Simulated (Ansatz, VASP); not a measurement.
**TiO2: VASP beside Ansatz**

File POSCAR:

```
TiO2
1.0
    4.5940000000      0.0000000000      0.0000000000
    0.0000000000      4.5940000000      0.0000000000
    0.0000000000      0.0000000000      2.9590000000
Ti O
2 4
Direct
    0.0000000000      0.0000000000      0.0000000000
    0.5000000000      0.5000000000      0.5000000000
    0.3060000000      0.3060000000      0.0000000000
    0.1940000000      0.8060000000      0.5000000000
    0.6940000000      0.6940000000      0.0000000000
    0.8060000000      0.1940000000      0.5000000000
```

Contents of INCAR.step1:

```
  PREC = Accurate
  ENCUT = 600
  ISMEAR = 0
  SIGMA = 0.02
  LREAL = F
  LASPH = T
  NELM = 60
  GGA = PE
  ALGO = Normal
  EDIFF = 1E-4
  LWAVE = T
  LCHARG = F
```

INCAR.step2

```
  PREC = Accurate
  ENCUT = 600
  EDIFF = 1E-6
  ISMEAR = 0
  SIGMA = 0.02
  LREAL = F
  LASPH = T
  NELM = 60
  ALGO = Normal
  ISIF = 3
  LWAVE = F
  LCHARG = F
  METAGGA = R2SCAN
  LMIXTAU = T
  IBRION = 2
  NSW = 100
  EDIFFG = -0.005
  ISTART = 1
```

Contents of KPOINTS:

```
regular mesh
0
Gamma
  6 6 10
```

Input for Ansatz:

```yaml
crystal:
  lattice:
    - [4.594, 0.0, 0.0]
    - [0.0, 4.594, 0.0]
    - [0.0, 0.0, 2.959]
  atoms:
    - { symbol: Ti, position: [0.0, 0.0, 0.0] }
    - { symbol: Ti, position: [0.5, 0.5, 0.5] }
    - { symbol: O, position: [0.306, 0.306, 0.0] }
    - { symbol: O, position: [0.194, 0.806, 0.5] }
    - { symbol: O, position: [0.694, 0.694, 0.0] }
    - { symbol: O, position: [0.806, 0.194, 0.5] }
basis:
  ecutwfc: 500
kpoints:
  mp_grid: { grid: [6, 6, 10] }
hamiltonian:
  xc: r2scan
scf:
  occupations: { method: gaussian, width: 0.02 }
output:
  forces: true
  stress: true
  eigenvalues: true
relax:
  adjacent_minimum: "off"
  f_tol: 0.005
  max_steps: 80
  cell: { stress_tol: 0.05 }
```

Alike in both runs: task relaxation of cell and atoms; functional r2SCAN; k mesh 6 × 6 × 10; occupations gaussian, width 0.02 eV; no spin polarisation.

|  | VASP | Ansatz |
| --- | --- | --- |
| version | VASP 6.6.1 | Ansatz 0.2.0 |
| potentials or method | VASP PAW PBE potentials, release 64 (Ti_sv, O), cutoff 600 eV | scalar-relativistic, plane waves, PAW |
| valence electrons in the cell | 48 | 48 |

Ansatz gave:

```
gap on the k mesh at the Fermi level, each at its own relaxed structure (eV) : 2.22
relaxed volume (Å³/atom)                                                     : 10.40
relaxed length of the cell vector where the two differ most in proportion (Å)              : 2.954
```

Problem. Which values does VASP return?

Solution. gap on the k mesh at the Fermi level, each at its own relaxed structure (eV): 2.21; relaxed volume (Å³/atom): 10.44; relaxed length of the cell vector where the two differ most in proportion (Å): 2.960.

VASP's potentials were made for PBE, not for r2SCAN.
